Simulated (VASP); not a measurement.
# CdTe (F-43m) in VASP: settings compared, part 2 of 2

VASP 6.6.1. Earlier steps stand in the parts before.

### Step 3. Single point, r2SCAN

This run uses another cell than the first one, of 35.29 Å³/atom, 1.033 times its volume.

The input, POSCAR:

```
CdTe
1.0
    0.0000000000      3.2799551161      3.2799551161
    3.2799551161      0.0000000000      3.2799551161
    3.2799551161      3.2799551161      0.0000000000
Cd Te
1 1
Direct
    0.0000000000      0.0000000000      0.0000000000
    0.2500000000      0.2500000000      0.2500000000
```

The input, INCAR.step1:

```
SYSTEM = CdTe
  PREC = Accurate
  ENCUT = 520
  ISMEAR = 0
  SIGMA = 0.01
  LREAL = .FALSE.
  LASPH = .TRUE.
  NELM = 60
  NBANDS = 16
  GGA = PE
  ALGO = Normal
  EDIFF = 1E-4
  LWAVE = .TRUE.
  LCHARG = .FALSE.
```

The input, INCAR.step2:

```
SYSTEM = CdTe
  PREC = Accurate
  ENCUT = 520
  EDIFF = 1E-6
  ISMEAR = 0
  SIGMA = 0.01
  LREAL = .FALSE.
  LASPH = .TRUE.
  NELM = 60
  ALGO = Normal
  ISIF = 2
  LWAVE = .FALSE.
  LCHARG = .FALSE.
  METAGGA = R2SCAN
  LMIXTAU = .TRUE.
  NBANDS = 16
  ISTART = 1
```

The input, KPOINTS:

```
regular mesh
0
G
  6 6 6
  0 0 0
```

Potentials or basis: VASP PAW PBE potentials, release 64 (Cd, Te).

Command:

```console
> cat potpaw_PBE.64/Cd/POTCAR potpaw_PBE.64/Te/POTCAR > POTCAR
> cp INCAR.step1 INCAR
> mpirun -np 1 vasp_std > vasp.out
> cp INCAR.step2 INCAR
> mpirun -np 1 vasp_std > vasp.out
```

OUTCAR:

```text
SYSTEM = CdTe
   PREC = Accurate
   ENCUT = 520
   EDIFF = 1E-6
   ISMEAR = 0
   LREAL = .FALSE.
   LASPH = .TRUE.
   NELM = 60
   ISIF = 2
   METAGGA = R2SCAN
   ISTART = 1

 ion  position               nearest neighbor table
   1  0.000  0.000  0.000-   2 2.84   2 2.84   2 2.84   2 2.84
   2  0.250  0.250  0.250-   1 2.84   1 2.84   1 2.84   1 2.84

  LATTYP: Found a face centered cubic cell.
 ALAT       =     6.5599102322

  Lattice vectors:

[... 479 lines left out ...]
     16      13.6668      0.00000

------------------------ aborting loop because EDIFF is reached ----------------------------------------

  FORCE on cell =-STRESS in cart. coord.  units (eV):
  Direction    XX          YY          ZZ          XY          YZ          ZX
  --------------------------------------------------------------------------------------
  -------------------------------------------------------------------------------------
  Total        0.0363488      0.0363488      0.0363488     -0.0000000      0.0000000      0.0000000
  in kB        0.8252151      0.8252151      0.8252151     -0.0000000      0.0000000      0.0000000
  external PRESSURE =       0.8252151 kB  Pullay stress =       0.0000000 kB

 VOLUME and BASIS-vectors are now :
 -----------------------------------------------------------------------------
  energy-cutoff  :      520.00
  volume of cell :       70.57
      direct lattice vectors                 reciprocal lattice vectors
     0.000000000  3.279955116  3.279955116    -0.152441110  0.152441110  0.152441110
     3.279955116  0.000000000  3.279955116     0.152441110 -0.152441110  0.152441110
     3.279955116  3.279955116  0.000000000     0.152441110  0.152441110 -0.152441110

 POSITION                                       TOTAL-FORCE (eV/Angst)
 -----------------------------------------------------------------------------------
      0.00000      0.00000      0.00000        -0.000000     -0.000000     -0.000000
      1.63998      1.63998      1.63998         0.000000      0.000000      0.000000
 -----------------------------------------------------------------------------------
    total drift:                               -0.000001     -0.000001     -0.000001

  FREE ENERGIE OF THE ION-ELECTRON SYSTEM (eV)
  ---------------------------------------------------
  free  energy   TOTEN  =       -46.6413858864 eV

  energy  without entropy=      -46.6413858864  energy(sigma->0) =      -46.64138589
```

OUTCAR.step1:

```text
SYSTEM = CdTe
   PREC = Accurate
   ENCUT = 520
   ISMEAR = 0
   LREAL = .FALSE.
   LASPH = .TRUE.
[... 515 lines left out ...]
      0.00000      0.00000      0.00000         0.000000     -0.000000      0.000000
      1.63998      1.63998      1.63998        -0.000000      0.000000     -0.000000
 -----------------------------------------------------------------------------------
    total drift:                               -0.000000     -0.000000     -0.000000

  FREE ENERGIE OF THE ION-ELECTRON SYSTEM (eV)
  ---------------------------------------------------
  free  energy   TOTEN  =        -4.7997755806 eV

  energy  without entropy=       -4.7997755806  energy(sigma->0) =       -4.79977558
```

Wall time 32 s (1 thread of Intel Xeon 6975P-C (Granite Rapids), shared host); peak memory 0.22 GiB.

What came out:

| Quantity | Value |
| --- | --- |
| Free energy | -46.6414 eV |
| Pressure | 0.1 GPa |
| Band gap on the k mesh | 1.15 eV, direct |

Caveat: the PAW data sets were made with another functional, which shifts forces and pressure a little; spin-orbit coupling is left out, which moves the levels of the heavy elements.

### Step 4. Relaxation of cell and atoms, PBEsol

This run uses another cell than the first one, of 36.28 Å³/atom, 1.062 times its volume.

The input, INCAR:

```
ALGO = Normal ; EDIFF = 1E-6
EDIFFG = -0.005 ; ENCUT = 600
GGA = PS ; IBRION = 2
ISIF = 3 ; ISMEAR = -1
LASPH = T ; LCHARG = F
LREAL = F ; LWAVE = F
NELM = 60 ; NSW = 80
PREC = Accurate ; SIGMA = 0.02
```

The input, KPOINTS:

```
k-points
0
Gamma
  6 6 6
```

The input, POSCAR:

```
CdTe
1.0
    0.0000000000      3.3103965061      3.3103965061
    3.3103965061      0.0000000000      3.3103965061
    3.3103965061      3.3103965061      0.0000000000
Cd Te
1 1
Direct
    0.0000000000      0.0000000000      0.0000000000
    0.2500000000      0.2500000000      0.2500000000
```

Command:

```console
> cat potpaw_PBE.64/Cd/POTCAR potpaw_PBE.64/Te/POTCAR > POTCAR
> mpirun -np 1 vasp_std > vasp.out
```

Wall time 24 s (1 thread of Intel Xeon 6975P-C (Granite Rapids), shared host); peak memory 0.24 GiB.

The run converged. Its results:

- Free energy: -5.4847 eV
- Relaxed volume: 34.27 Å³/atom
- Relaxed cell: a = 4.594 Å, b = 4.594 Å, c = 4.594 Å, α = 60.00°, β = 60.00°, γ = 60.00°
- Space group after relaxing (to 0.05 Å): F-43m (No. 216)
- Energy gained by relaxing: 13.6 meV/atom
- Ionic steps: 3
- Pressure after relaxing: 0.0 GPa
- Band gap on the k mesh: 0.64 eV, direct

Step by step:
| step | energy change (eV) | largest force (eV/Å) | pressure (GPa) | volume (Å³) |
| --- | --- | --- | --- | --- |
| 1 | 0.0000 | 0.0000 | -2.05 | 72.56 |
| 2 | -0.0261 | 0.0000 | 0.48 | 67.79 |
| 3 | -0.0272 | 0.0000 | 0.01 | 68.54 |

Final structure:
```xyz
2
Lattice="0.0000 3.2482 3.2482 3.2482 0.0000 3.2482 3.2482 3.2482 0.0000" Properties=species:S:1:pos:R:3 pbc="T T T"
Cd    0.0000    0.0000    0.0000
Te    1.6241    1.6241    1.6241
```

Levels at points of the mesh, in eV from the valence-band top:
| k point | band 7 | band 8 | band 9 | band 10 | band 11 | band 12 |
| --- | --- | --- | --- | --- | --- | --- |
| (0.00, 0.00, 0.00) | 0.00 | 0.00 | 0.00 | 0.64 | 4.55 | 4.55 |
| (0.50, 0.00, 0.00) | -4.44 | -0.77 | -0.77 | 1.72 | 5.13 | 5.13 |
| (0.50, 0.50, 0.00) | -4.32 | -1.86 | -1.86 | 2.50 | 2.60 | 8.68 |

Caveat: the PAW data sets were made with another functional, which shifts forces and pressure a little; spin-orbit coupling is left out, which moves the levels of the heavy elements.

### Step 5. Relaxation of cell and atoms, LDA

This run uses another cell than the first one, of 36.28 Å³/atom, 1.062 times its volume.

The input, INCAR:

```
ALGO = Normal
EDIFF = 1E-7
EDIFFG = -0.005
ENCUT = 600
IBRION = 2
ISIF = 3
ISMEAR = -1
LASPH = T
LCHARG = F
LREAL = F
LWAVE = F
NELM = 100
NSW = 80
PREC = Accurate
SIGMA = 0.02
```

KPOINTS is that of step 4.

POSCAR is that of step 4.

Potentials or basis: VASP PAW LDA potentials, release 64 (Cd, Te).

Command:

```console
> cat potpaw_LDA.64/Cd/POTCAR potpaw_LDA.64/Te/POTCAR > POTCAR
> mpirun -np 1 vasp_std > vasp.out
```

OUTCAR:

```text
EDIFF = 1E-7
   EDIFFG = -0.005
   ENCUT = 600
   IBRION = 2
   ISIF = 3
   ISMEAR = -1
   LASPH = T
   LREAL = F
   NELM = 100
   NSW = 80
   PREC = Accurate

 ion  position               nearest neighbor table
   1  0.000  0.000  0.000-   2 2.87   2 2.87   2 2.87   2 2.87
   2  0.250  0.250  0.250-   1 2.87   1 2.87   1 2.87   1 2.87

  LATTYP: Found a face centered cubic cell.
 ALAT       =     6.6207930122

  Lattice vectors:

 A1 = (   0.0000000000,   3.3103965061,   3.3103965061)
 A2 = (   3.3103965061,   0.0000000000,   3.3103965061)
 A3 = (   3.3103965061,   3.3103965061,   0.0000000000)

Analysis of symmetry for initial positions (statically):
=====================================================================
 Subroutine PRICEL returns:
 Original cell was already a primitive cell.

 Routine SETGRP: Setting up the symmetry group for a
 face centered cubic supercell.

 Subroutine GETGRP returns: Found 24 space group operations
 (whereof 24 operations were pure point group operations)
 out of a pool of 48 trial point group operations.

The static configuration has the point symmetry T_d .

Analysis of symmetry for dynamics (positions and initial velocities):
[... 145 lines left out ...]
 Free energy of the ion-electron system (eV)
  ---------------------------------------------------
  ext. energy  EPLUGINS =         0.00000000
  ---------------------------------------------------
  free energy    TOTEN  =        -5.97133262 eV

  energy without entropy =       -5.97133181  energy(sigma->0) =       -5.97133221

------------------------ aborting loop because EDIFF is reached ----------------------------------------

  FORCE on cell =-STRESS in cart. coord.  units (eV):
  Direction    XX          YY          ZZ          XY          YZ          ZX
  --------------------------------------------------------------------------------------
  -------------------------------------------------------------------------------------
  Total       -1.5473426     -1.5473426     -1.5473426      0.0000000      0.0000000      0.0000000
  in kB      -34.1685864    -34.1685864    -34.1685864      0.0000000      0.0000000      0.0000000
  external PRESSURE =     -34.1685864 kB  Pullay stress =       0.0000000 kB
[... 59 lines left out ...]
--------------------------------------- Ionic step        3  -------------------------------------------

 number of electron      18.0000001 magnetization

 Free energy of the ion-electron system (eV)
  ---------------------------------------------------
  ext. energy  EPLUGINS =         0.00000000
  ---------------------------------------------------
  free energy    TOTEN  =        -6.04578726 eV

  energy without entropy =       -6.04578726  energy(sigma->0) =       -6.04578726

 E-fermi :   2.7527     XC(G=0):  -9.0681

 val. band max:        2.4241619712   @ k =   0.0000   0.0000   0.0000
 cond. band min:       3.0601765467   @ k =   0.0000   0.0000   0.0000
 fundamental gap:      0.6360145754
 Fermi energy:         2.7527225206

 k-point     1 :       0.0000    0.0000    0.0000
  band No.  band energies     occupation
      1      -8.9818      2.00000
      2      -5.9752      2.00000
      3      -5.9752      2.00000
      4      -5.9752      2.00000
      5      -5.6900      2.00000
      6      -5.6900      2.00000
      7       2.4242      2.00000
      8       2.4242      2.00000
      9       2.4242      2.00000
     10       3.0602      0.00000
     11       6.9024      0.00000
     12       6.9024      0.00000
     13       6.9024      0.00000
[... 267 lines left out ...]
  FREE ENERGIE OF THE ION-ELECTRON SYSTEM (eV)
  ---------------------------------------------------
  free  energy   TOTEN  =        -6.0457872579 eV

  energy  without entropy=       -6.0457872566  energy(sigma->0) =       -6.04578726

 reached required accuracy - stopping structural energy minimisation
```

CONTCAR:

```text
CdTe
   1.00000000000000
     0.0000000000000000    3.2100853500929381    3.2100853500929381
     3.2100853500929381    0.0000000000000000    3.2100853500929381
     3.2100853500929381    3.2100853500929381    0.0000000000000000
  Cd              Te
     1     1
Direct
     0.0000000000000000    0.0000000000000000    0.0000000000000000
     0.2500000000000000    0.2500000000000000    0.2500000000000000

  0.00000000E+00  0.00000000E+00  0.00000000E+00
  0.00000000E+00  0.00000000E+00  0.00000000E+00
```

Run time: 22 s. Hardware: 1 thread of Intel Xeon 6975P-C (Granite Rapids), shared host; peak memory 0.2 GiB.

Results:

| Property | Result |
| --- | --- |
| Free energy | -6.0458 eV |
| Relaxed volume | 33.08 Å³/atom |
| Relaxed cell | a = 4.540 Å, b = 4.540 Å, c = 4.540 Å, α = 60.00°, β = 60.00°, γ = 60.00° |
| Space group after relaxing (to 0.05 Å) | F-43m (No. 216) |
| Energy gained by relaxing | 37.2 meV/atom |
| Ionic steps | 3 |
| Pressure after relaxing | 0.0 GPa |
| Band gap on the k mesh | 0.64 eV, direct |

The path:
```
step  energy change (eV)  largest force (eV/Å)  pressure (GPa)  volume (Å³)
   1              0.0000                0.0000           -3.42        72.56
   2             -0.0697                0.0000            1.07        64.73
   3             -0.0745                0.0000            0.01        66.16
```

Final structure:
```
Cd Te
1.0
     0.00000    3.21009    3.21009
     3.21009    0.00000    3.21009
     3.21009    3.21009    0.00000
Cd Te
1 1
Direct
  0.00000 0.00000 0.00000
  0.25000 0.25000 0.25000
```

Levels at points of the mesh, in eV from the valence-band top:
```tsv
k point	band 6	band 7	band 8	band 9	band 10	band 11	band 12	band 13
(0.00, 0.00, 0.00)	-8.11	0.00	0.00	0.00	0.64	4.48	4.48	4.48
(0.50, 0.00, 0.00)	-7.75	-4.67	-0.83	-0.83	1.68	5.08	5.08	6.88
(0.50, 0.50, 0.00)	-7.60	-4.52	-1.99	-1.99	2.38	2.54	8.79	9.13
```

Caveat: spin-orbit coupling is left out, which moves the levels of the heavy elements.

### Step 6. Single point, PBE, non-collinear spin, zero start, spin-orbit coupling

This run uses another cell than the first one, of 35.29 Å³/atom, 1.033 times its volume.

The input, INCAR:

```
PREC = Accurate ; ENCUT = 520
EDIFF = 1E-6 ; ISMEAR = -1
SIGMA = 0.02 ; LREAL = False
LASPH = True ; NELM = 150
ALGO = Normal ; ISIF = 2
LWAVE = False ; LCHARG = False
LNONCOLLINEAR = True ; MAGMOM = 0 0 0 0 0 0
LORBIT = 11 ; LSORBIT = True
GGA_COMPAT = False ; LORBMOM = True
GGA = PE ; NBANDS = 30
```

The input, KPOINTS:

```
regular mesh
0
Gamma
  6 6 6
```

The input, POSCAR:

```
CdTe
1.0
    0.0000000000      3.2799551161      3.2799551161
    3.2799551161      0.0000000000      3.2799551161
    3.2799551161      3.2799551161      0.0000000000
Cd Te
1 1
Direct
    0.0000000000      0.0000000000      0.0000000000
    0.2500000000      0.2500000000      0.2500000000
```

Potentials or basis: VASP PAW PBE potentials, release 64 (Cd, Te).

Command:

```console
> cat potpaw_PBE.64/Cd/POTCAR potpaw_PBE.64/Te/POTCAR > POTCAR
> mpirun -np 1 vasp_ncl > vasp.out
```

OUTCAR:

```text
PREC = Accurate
   ENCUT = 520
   EDIFF = 1E-6
   ISMEAR = -1
   LREAL = False
   LASPH = True
   NELM = 150
   ISIF = 2
   LNONCOLLINEAR = True
   LORBIT = 11
   LSORBIT = True
   GGA = PE

 ion  position               nearest neighbor table
   1  0.000  0.000  0.000-   2 2.84   2 2.84   2 2.84   2 2.84
   2  0.250  0.250  0.250-   1 2.84   1 2.84   1 2.84   1 2.84

  LATTYP: Found a face centered cubic cell.
 ALAT       =     6.5599102322

  Lattice vectors:

 A1 = (   0.0000000000,   3.2799551161,   3.2799551161)
 A2 = (   3.2799551161,   0.0000000000,   3.2799551161)
 A3 = (   3.2799551161,   3.2799551161,   0.0000000000)

[... 1014 lines left out ...]
    -0.0000401    -0.0000100     0.0000000    -0.0000100     0.0000000
 l=   3
     0.0000000     0.0000000     0.0000000     0.0000000     0.0000000     0.0000000     0.0000000
     0.0000000     0.0000000     0.0000000     0.0000000     0.0000000     0.0000000     0.0000000
     0.0000000     0.0000000     0.0000000     0.0000000     0.0000000     0.0000000     0.0000000
     0.0000000     0.0000000     0.0000000     0.0000000     0.0000000     0.0000000     0.0000000
     0.0000000     0.0000000     0.0000000     0.0000000     0.0000000     0.0000000     0.0000000
     0.0000000     0.0000000     0.0000000     0.0000000     0.0000000     0.0000000     0.0000000
     0.0000000     0.0000000     0.0000000     0.0000000     0.0000000     0.0000000     0.0000000

 total charge

# of ion       s       p       d       tot
------------------------------------------
    1        0.466   0.298   9.532  10.296
    2        1.352   2.046   0.019   3.416
--------------------------------------------------
tot          1.817   2.344   9.551  13.712

 magnetization (x)

# of ion       s       p       d       tot
------------------------------------------
    1        0.000  -0.000  -0.000   0.000
    2        0.000  -0.000   0.000   0.000
--------------------------------------------------
tot          0.000  -0.000  -0.000   0.000

 magnetization (y)

# of ion       s       p       d       tot
------------------------------------------
    1        0.000   0.000   0.000   0.000
    2        0.000   0.000   0.000   0.000
--------------------------------------------------
tot          0.000   0.000   0.000   0.000

 magnetization (z)

# of ion       s       p       d       tot
------------------------------------------
    1       -0.000   0.000  -0.000  -0.000
    2        0.000  -0.000  -0.000  -0.000
--------------------------------------------------
tot         -0.000   0.000  -0.000  -0.000
```

OSZICAR:

```text
N       E                     dE             d eps       ncg     rms          rms(c)
DAV:   1     0.111238359775E+03    0.11124E+03   -0.80000E+03  1320   0.104E+03
DAV:   2     0.174153947304E+00   -0.11106E+03   -0.10627E+03  1464   0.261E+02
DAV:   3    -0.509502273740E+01   -0.52692E+01   -0.52373E+01  1534   0.576E+01
DAV:   4    -0.516228385057E+01   -0.67261E-01   -0.67243E-01  1650   0.569E+00
DAV:   5    -0.516308377268E+01   -0.79992E-03   -0.79990E-03  1544   0.628E-01    0.585E+00
DAV:   6    -0.493908004949E+01    0.22400E+00   -0.36220E-01  1464   0.770E+00    0.459E+00
DAV:   7    -0.492506918305E+01    0.14011E-01   -0.12611E-01  1482   0.227E+00    0.230E+00
DAV:   8    -0.492600719246E+01   -0.93801E-03   -0.83984E-03  1482   0.897E-01    0.986E-01
DAV:   9    -0.492619407830E+01   -0.18689E-03   -0.52178E-04  1564   0.231E-01    0.324E-01
DAV:  10    -0.492643140208E+01   -0.23732E-03   -0.44101E-04  1410   0.180E-01    0.587E-02
DAV:  11    -0.492645958802E+01   -0.28186E-04   -0.29914E-05  1578   0.583E-02    0.251E-02
DAV:  12    -0.492648405983E+01   -0.24472E-04   -0.36984E-05  1386   0.348E-02    0.199E-02
DAV:  13    -0.492648444578E+01   -0.38595E-06   -0.50590E-07  1272   0.646E-03
   1 F= -.49264844E+01 E0= -.49264843E+01  d E =-.308269E-06  mag=    -0.0000    -0.0000    -0.0000
```

stdout:

```text
POSCAR found type information on POSCAR CdTe
 POSCAR found :  2 types and       2 ions
 scaLAPACK will be used
 LDA part: xc-table for (Slater+PW92), standard interpolation
 POSCAR, INCAR and KPOINTS ok, starting setup
 FFT: planning ... GRIDC
 FFT: planning ... GRID_SOFT
 FFT: planning ... GRID
 WAVECAR not read
 entering main loop
```

Run time: 50 s. Hardware: 1 thread of Intel Xeon 6975P-C (Granite Rapids), shared host; peak memory 0.4 GiB.

Results:

```
Free energy                                           : -4.9265 eV
Pressure                                              : 1.2 GPa
Net moment                                            : 0.00 μB per cell
Valence electrons inside the program's atomic spheres : Cd 10.30; Te 3.42
```

Moments on the atoms (μB; x, y, z):
```
Cd  0.00 0.00 0.00
Te  0.00 0.00 0.00
```

### Step 7. Summary

| task | level | potentials or basis | spin | cell | cutoff (eV) | smearing | gap on the mesh (eV) | pressure (GPa) | relaxed volume (Å³/atom) |
| --- | --- | --- | --- | --- | --- | --- | --- | --- | --- |
| single point | PBEsol | VASP PAW PBE potentials, release 64 (Cd, Te) | off | a = 4.589 Å, angles 60.0°, 2 atoms | 520 | fermi-dirac 0.02 eV | 0.65 | 0.2 | - |
| single point | r2SCAN | VASP PAW PBE potentials, release 64 (Cd, Te) | off | a = 4.639 Å, angles 60.0°, 2 atoms | 520 | gaussian 0.01 eV | 1.15 | 0.1 | - |
| relaxation of cell and atoms | PBEsol | VASP PAW PBE potentials, release 64 (Cd, Te) | off | relaxed from a = 4.682 Å, angles 60.0°, 2 atoms | 600 | fermi-dirac 0.02 eV | 0.64 | 0.0 | 34.27 |
| relaxation of cell and atoms | LDA | VASP PAW LDA potentials, release 64 (Cd, Te) | off | relaxed from a = 4.682 Å, angles 60.0°, 2 atoms | 600 | fermi-dirac 0.02 eV | 0.64 | 0.0 | 33.08 |
| single point | PBE | VASP PAW PBE potentials, release 64 (Cd, Te) | non-collinear, zero start, SOC | a = 4.639 Å, angles 60.0°, 2 atoms | 520 | fermi-dirac 0.02 eV | - | 1.2 | - |

Alike in all rows: k mesh 6 × 6 × 6.

Caveats: spin-orbit coupling is left out, which moves the levels of the heavy elements (some runs); the PAW data sets were made with another functional, which shifts forces and pressure a little (some runs).

Total energies depend on the potentials used, so only differences within one code and one set of settings carry meaning.
